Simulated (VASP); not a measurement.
Here is a VASP 6.6.1 calculation.

The input INCAR:

```
SYSTEM = Hg
ALGO     = Normal         ! electronic algorithm
EDIFF    = 1E-6           ! SCF threshold, eV
ENCUT    = 520            ! plane-wave cutoff, eV
GGA      = PE             ! functional
ISIF     = 2              ! what is computed and relaxed
ISMEAR   = -1             ! smearing method
LASPH    = .TRUE.         ! aspherical terms in the spheres
LCHARG   = .TRUE.         ! write CHGCAR
LELF     = .TRUE.         ! ELF
LREAL    = .FALSE.        ! projectors in reciprocal space
LVHAR    = .TRUE.       
LWAVE    = .FALSE.        ! write WAVECAR
NBANDS   = 19             ! bands
NELM     = 100            ! most SCF steps
PREC     = Accurate       ! precision mode
SIGMA    = 0.05           ! smearing width, eV
```

KPOINTS

```
k-points
0
G
  14 14 8
  0 0 0
```

Contents of POSCAR:

```
Hg
1.0
    3.5976076671      0.0000000000      0.0000000000
   -1.7988038335      3.1156196325      0.0000000000
    0.0000000000      0.0000000000      5.5830455631
Hg
2
Direct
    0.3333333333      0.6666666667      0.2500000000
    0.6666666667      0.3333333333      0.7500000000
```

Potentials or basis: VASP PAW PBE potentials, release 64 (Hg).

Run with:

```sh
$ cat potpaw_PBE.64/Hg/POTCAR > POTCAR
$ mpirun -np 1 vasp_std > vasp.out
```

(1) Estimate the band gap on the k mesh.

(2) What does it give for the pressure?

Answers

(1) 0.31 eV (least direct gap 1.27 eV).

(2) 0.0 GPa.

Caveat: spin-orbit coupling is left out, which moves the levels of the heavy elements.
